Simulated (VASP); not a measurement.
Set up this calculation in VASP 6.6.1, as the native input.

```yaml
Task: single point
Functional: PBE
Potentials_or_basis: VASP PAW PBE potentials, release 64 (In_d, P)
Cutoff: 520 eV
k_mesh: 2 × 2 × 2
Occupations: gaussian, width 0.02 eV
Spin: no spin polarisation
Dipole_correction: no
Further_INCAR_settings: LREAL = Auto; ALGO = Normal; EDIFF = 1e-06; NBANDS = 170
```

The structure of In17P15 (a cell with a defect) lies in POSCAR:

```
In17P15
1.0
   -5.9597880289      5.9597880289      5.9597880289
    5.9597880289     -5.9597880289      5.9597880289
    5.9597880289      5.9597880289     -5.9597880289
In P
17 15
Direct
    0.5157337211      0.5000000000      0.0000000000
    0.5013364458      0.7513364458      0.7532121365
    0.4967878635     -0.0018756907      0.4981243093
    0.7518756907      0.2486635542      0.0000000000
    0.5013364458      0.2532121365      0.2513364458
    0.7518756907      0.5000000000      0.7486635542
    0.7481243093      0.7467878635      0.4981243093
   -0.0013364458      0.0018756907      0.0000000000
    0.7481243093     -0.0018756907      0.2467878635
   -0.0157337211      0.2342662789      0.7342662789
   -0.0013364458      0.5000000000      0.5018756907
    0.2500000000      0.7657337211      0.0000000000
    0.0032121365      0.7513364458      0.2513364458
    0.2500000000      0.0018756907      0.7486635542
    0.2500000000      0.2486635542      0.5018756907
    0.2500000000      0.5000000000      0.2657337211
    0.2500000000      0.5000000000      0.0000000000
    0.2500000000      0.7523759812      0.7470476993
    0.2500000000      0.0000000000      0.5000000000
    0.5023759812      0.2470476993      0.0000000000
    0.2500000000      0.2470476993      0.2523759812
    0.5023759812      0.5000000000      0.7470476993
    0.5029523007      0.7529523007      0.5053282819
    0.7500000000      0.0000000000      0.0000000000
    0.5029523007      0.0053282819      0.2529523007
    0.7446717181      0.2476240188      0.7476240188
    0.7500000000      0.5000000000      0.5000000000
   -0.0029523007      0.7523759812      0.0000000000
    0.7553282819      0.7529523007      0.2529523007
   -0.0023759812     -0.0053282819      0.7476240188
   -0.0023759812      0.2476240188      0.4946717181
   -0.0029523007      0.5000000000      0.2523759812
```

One way to write it, as run:

INCAR

```
SYSTEM = In17P15
PREC = Accurate ; ENCUT = 520
EDIFF = 1E-6 ; ISMEAR = 0
SIGMA = 0.02 ; LREAL = Auto
LASPH = .True. ; NELM = 60
ALGO = Normal ; ISIF = 2
LWAVE = .False. ; LCHARG = .True.
GGA = PE ; LELF = .True.
LVHAR = .True. ; NBANDS = 170
```

KPOINTS

```
regular mesh
0
Gamma
  2 2 2
  0 0 0
```

Potentials or basis: VASP PAW PBE potentials, release 64 (In_d, P).

The run is started by

```console
$ cat potpaw_PBE.64/In_d/POTCAR potpaw_PBE.64/P/POTCAR > POTCAR
$ mpirun -np 1 vasp_std > vasp.out
```

It gave:

The pressure is 1.2 GPa, the largest force is 0.031 eV/Å and the band gap on the k mesh is zero (bands 148 and 149 overlap by 0.32 eV).

Caveat: the k points lie up to 0.37 Å⁻¹ apart; spin-orbit coupling is left out, which moves the levels of the heavy elements.

It took 16 min on 1 thread of Intel(R) Xeon(R) Platinum 8488C (Sapphire Rapids), with other jobs on the host, peak memory 1.1 GiB.
